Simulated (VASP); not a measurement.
Write the native input for VASP 6.6.1 that does the following.

```
Task                   : single point
Functional             : PBEsol
Potentials or basis    : VASP PAW PBE potentials, release 64 (Se, Ti_sv)
Cutoff                 : 520 eV
k mesh                 : 10 × 10 × 4
Occupations            : fermi-dirac, width 0.05 eV
Spin                   : no spin polarisation
Dipole correction      : no
Further INCAR settings : ALGO = Normal; EDIFF = 1e-06; NBANDS = 29
```

The structure of Ti3Se lies in POSCAR:

```
Ti3Se
1.0
    3.2601565315      0.0000000000      0.0000000000
   -1.6300782658      2.8233783766      0.0000000000
    0.0000000000      0.0000000000      8.0985246472
Se Ti
1 3
Direct
    0.0000000000      0.0000000000      0.0000000000
    0.6666666667      0.3333333333      0.5000000000
    0.3333333333      0.6666666667      0.7729020000
    0.3333333333      0.6666666667      0.2270980000
```

This cell differs from its parent crystal: volume scaled by 1.06.

These files were run (other wordings do the same):

INCAR

```
SYSTEM = Ti3Se
PREC = Accurate ; ENCUT = 520
EDIFF = 1E-6 ; ISMEAR = -1
SIGMA = 0.05 ; LREAL = .False.
LASPH = .True. ; NELM = 100
ALGO = Normal ; ISIF = 2
LWAVE = .False. ; LCHARG = .False.
GGA = PS ; NBANDS = 29
```

KPOINTS

```
regular mesh
0
Gamma
  10 10 4
  0 0 0
```

Potentials or basis: VASP PAW PBE potentials, release 64 (Se, Ti_sv).

The run is started by

```sh
$ cat potpaw_PBE.64/Se/POTCAR potpaw_PBE.64/Ti_sv/POTCAR > POTCAR
$ mpirun -np 1 vasp_std > vasp.out
```

Results of the run:

- Pressure: -9.7 GPa
- Largest force: 0.221 eV/Å
- Band gap on the k mesh: zero (band 21 reaches 7.70 eV, above the bottom of band 22 at 7.16 eV)

Caveat: the PAW data sets were made with another functional, which shifts forces and pressure a little.

Wall time 56 s on 1 thread of Intel(R) Xeon(R) Platinum 8375C CPU @ 2.90GHz (Ice Lake), on a shared host, peak memory 0.22 GiB.
